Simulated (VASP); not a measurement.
Here is a VASP 6.6.1 calculation.

Contents of INCAR:

```
PREC = Accurate ; ENCUT = 520
EDIFF = 1E-7 ; ISMEAR = 0
SIGMA = 0.05 ; LREAL = False
LASPH = True ; NELM = 150
ALGO = Normal ; ISIF = 2
LWAVE = False ; LCHARG = False
LNONCOLLINEAR = True ; MAGMOM = 0 0 0
LORBIT = 11 ; LSORBIT = True
GGA_COMPAT = False ; LORBMOM = True
GGA = PS ; NBANDS = 25
```

KPOINTS

```
regular mesh
0
Gamma
  8 8 8
```

POSCAR

```
Sn
1.0
   -1.8946518192      1.8946518192      1.8946518192
    1.8946518192     -1.8946518192      1.8946518192
    1.8946518192      1.8946518192     -1.8946518192
Sn
1
Direct
    0.0000000000      0.0000000000      0.0000000000
```

Potentials or basis: VASP PAW PBE potentials, release 64 (Sn_d).

Command:

```bash
$ cat potpaw_PBE.64/Sn_d/POTCAR > POTCAR
$ mpirun -np 1 vasp_ncl > vasp.out
```

Question: Estimate the pressure.

Answer: -1.6 GPa.

Question: Predict the net moment.

Answer: 0.00 μB per cell.

Moments on the atoms (μB; x, y, z):
```
Sn  0.00 0.00 0.00
```

Caveat: the PAW data sets were made with another functional, which shifts forces and pressure a little.
